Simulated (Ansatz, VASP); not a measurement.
Sn in VASP and in Ansatz

File INCAR:

```
  PREC = Accurate
  ENCUT = 520
  EDIFF = 1E-7
  ISMEAR = 0
  SIGMA = 0.15
  LREAL = F
  LASPH = T
  NELM = 100
  ALGO = Fast
  ISIF = 2
  LWAVE = F
  LCHARG = F
  GGA = PS
  NBANDS = 13
```

Contents of KPOINTS:

```
Automatic mesh
0
Gamma
  18 18 18
```

POSCAR

```
Sn
1.0
   -1.9704378920      1.9704378920      2.0462239647
    1.9704378920     -1.9704378920      2.0462239647
    1.9704378920      1.9704378920     -2.0462239647
Sn
1
Direct
    0.0000000000      0.0000000000      0.0000000000
```

Input for Ansatz:

```yaml
crystal:
  lattice:
    - [-1.970437892, 1.970437892, 2.0462239647]
    - [1.970437892, -1.970437892, 2.0462239647]
    - [1.970437892, 1.970437892, -2.0462239647]
  atoms:
    - { symbol: Sn, position: [0.0, 0.0, 0.0] }
basis:
  ecutwfc: 420
kpoints:
  mp_grid: { grid: [18, 18, 18] }
hamiltonian:
  xc: pbesol
scf:
  occupations: { method: gaussian, width: 0.15 }
output:
  forces: true
  stress: true
  eigenvalues: true
```

Change from the starting cell: strain +0.040 along x and y, +0.080 along z, atoms carried along.

Alike in both runs: task single point; functional PBEsol; k mesh 18 × 18 × 18; occupations gaussian, width 0.15 eV; no spin polarisation.

|  | VASP | Ansatz |
| --- | --- | --- |
| version | VASP 6.6.1 | Ansatz 0.2.0 |
| potentials or method | VASP PAW PBE potentials, release 64 (Sn_d), cutoff 520 eV | scalar-relativistic, plane waves, PAW |
| valence electrons in the cell | 14 | 14 |

```csv
,VASP,Ansatz,Ansatz less VASP
gap on the k mesh at the Fermi level (eV),none,none,-
pressure (GPa),-6.9,-6.9,+0.06
"traceless stress, the component that is largest in VASP (GPa)",0.37,0.37,-0.001
```

VASP's potentials were made for PBE, not for PBEsol. A gap of «none» marks a metal or a gap that the smearing closes.
